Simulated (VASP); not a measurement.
Here is a VASP 6.6.1 calculation.

File INCAR:

```
SYSTEM = CsGe3
PREC     = Accurate       ! precision mode
ENCUT    = 520            ! plane-wave cutoff, eV
EDIFF    = 1E-7           ! SCF threshold, eV
ISMEAR   = 0              ! smearing method
SIGMA    = 0.1            ! smearing width, eV
LREAL    = .False.        ! projectors in reciprocal space
LASPH    = .True.         ! aspherical terms in the spheres
NELM     = 60             ! most SCF steps
ALGO     = Normal         ! electronic algorithm
ISIF     = 2              ! what is computed and relaxed
LWAVE    = .False.        ! write WAVECAR
LCHARG   = .False.        ! write CHGCAR
GGA      = PE             ! functional
NBANDS   = 34             ! bands
```

Contents of KPOINTS:

```
Automatic mesh
0
Gamma
  10 10 10
  0 0 0
```

POSCAR

```
CsGe3
1.0
    4.7877420770      0.0000000000      0.0000000000
    0.0000000000      4.7877420770      0.0000000000
    0.0000000000      0.0000000000      4.7877420770
Cs Ge
1 3
Direct
    0.0000000000      0.0000000000      0.0000000000
    0.0000000000      0.5000000000      0.5000000000
    0.5000000000      0.5000000000      0.0000000000
    0.5000000000      0.0000000000      0.5000000000
```

Potentials or basis: VASP PAW PBE potentials, release 64 (Cs_sv, Ge_d).

The run is started by

```console
$ cat potpaw_PBE.64/Cs_sv/POTCAR potpaw_PBE.64/Ge_d/POTCAR > POTCAR
$ mpirun -np 1 vasp_std > vasp.out
```

Question: What does it give for the band gap on the k mesh?

Answer: Zero (an odd number of electrons rules out a gap without spin polarisation).

Question: Estimate the pressure.

Answer: 0.1 GPa.

Caveat: spin-orbit coupling is left out, which moves the levels of the heavy elements.
